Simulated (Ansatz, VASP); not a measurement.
# One calculation of AgCl, two programs

File INCAR:

```
SYSTEM = AgCl
PREC     = Accurate       ! precision mode
ENCUT    = 520            ! plane-wave cutoff, eV
EDIFF    = 1E-6           ! SCF threshold, eV
ISMEAR   = 0              ! smearing method
SIGMA    = 0.01           ! smearing width, eV
LREAL    = .False.        ! projectors in reciprocal space
LASPH    = .True.         ! aspherical terms in the spheres
NELM     = 100            ! most SCF steps
ALGO     = Normal         ! electronic algorithm
ISIF     = 2              ! what is computed and relaxed
LWAVE    = .False.        ! write WAVECAR
LCHARG   = .False.        ! write CHGCAR
GGA      = PS             ! functional
NBANDS   = 16             ! bands
```

Contents of KPOINTS:

```
Automatic mesh
0
Gamma
  8 8 8
  0 0 0
```

File POSCAR:

```
AgCl
1.0
    0.0000000000      2.6695606142      2.6695606142
    2.6695606142      0.0000000000      2.6695606142
    2.6695606142      2.6695606142      0.0000000000
Ag Cl
1 1
Direct
    0.5000000000      0.5000000000      0.5000000000
    0.0000000000      0.0000000000      0.0000000000
```

Input for Ansatz:

```yaml
crystal:
  lattice:
    - [0.0, 2.6695606142, 2.6695606142]
    - [2.6695606142, 0.0, 2.6695606142]
    - [2.6695606142, 2.6695606142, 0.0]
  atoms:
    - { symbol: Ag, position: [0.5, 0.5, 0.5] }
    - { symbol: Cl, position: [0.0, 0.0, 0.0] }
basis:
  ecutwfc: "800 eV"
  ecutrho_ratio: 4
kpoints:
  mp_grid: { grid: [8, 8, 8] }
hamiltonian:
  xc: pbesol
scf:
  occupations: { method: fixed }
output:
  forces: true
  eigenvalues: true
  stress: true
```

Alike in both runs: task single point; functional PBEsol; k mesh 8 × 8 × 8; no spin polarisation.

|  | VASP | Ansatz |
| --- | --- | --- |
| version | VASP 6.6.1 | Ansatz 0.2.0 |
| potentials or method | VASP PAW PBE potentials, release 64 (Ag, Cl), cutoff 520 eV | scalar-relativistic, plane waves, PAW |
| occupations | gaussian, width 0.01 eV | fixed |
| valence electrons in the cell | 18 | 26 |

|  | VASP | Ansatz | Ansatz less VASP |
| --- | --- | --- | --- |
| gap on the k mesh at the Fermi level (eV) | 0.73 | 0.73 | +0.004 |
| pressure (GPa) | 3.9 | 4.0 | +0.09 |

VASP's potentials were made for PBE, not for PBEsol. VASP's potentials hold 18 valence electrons a cell and Ansatz's 26, so a difference there can come from the potentials and not from the codes.
